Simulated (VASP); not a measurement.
A run of VASP 6.6.1 is set up as follows.

Contents of POSCAR:

```
LaH3
1.0
   -0.0557295800      2.7586142100      2.7586142100
    2.7586142100     -0.0557295800      2.7586142100
    2.7586142100      2.7586142100     -0.0557295800
La H
1 3
Direct
    0.0000000000      0.0000000000      0.0000000000
    0.5000000000      0.5000000000      0.5000000000
    0.7500000000      0.7500000000      0.7500000000
    0.2500000000      0.2500000000      0.2500000000
```

File INCAR.step1:

```
SYSTEM = LaH3
ALGO = Normal
EDIFF = 1E-4
ENCUT = 520
GGA = PE
ISMEAR = -1
LASPH = .True.
LCHARG = .False.
LREAL = .False.
LWAVE = .True.
NBANDS = 15
NELM = 60
PREC = Accurate
SIGMA = 0.1
```

File INCAR.step2:

```
SYSTEM = LaH3
ALGO = Normal
EDIFF = 1E-6
ENCUT = 520
ISIF = 2
ISMEAR = -1
ISTART = 1
LASPH = .True.
LCHARG = .False.
LMIXTAU = .True.
LREAL = .False.
LWAVE = .False.
METAGGA = R2SCAN
NBANDS = 15
NELM = 60
PREC = Accurate
SIGMA = 0.1
```

Contents of KPOINTS:

```
k-points
0
Gamma
  11 11 11
  0 0 0
```

Potentials or basis: VASP PAW PBE potentials, release 64 (La, H).

The run is started by

```bash
$ cat potpaw_PBE.64/La/POTCAR potpaw_PBE.64/H/POTCAR > POTCAR
$ cp INCAR.step1 INCAR
$ mpirun -np 1 vasp_std > vasp.out
$ cp INCAR.step2 INCAR
$ mpirun -np 1 vasp_std > vasp.out
```

(1) What does it give for the pressure?

(2) Predict the largest force.

## Answers

(1) -0.3 GPa.

(2) 0.048 eV/Å.

Caveat: the PAW data sets were made with another functional, which shifts forces and pressure a little.
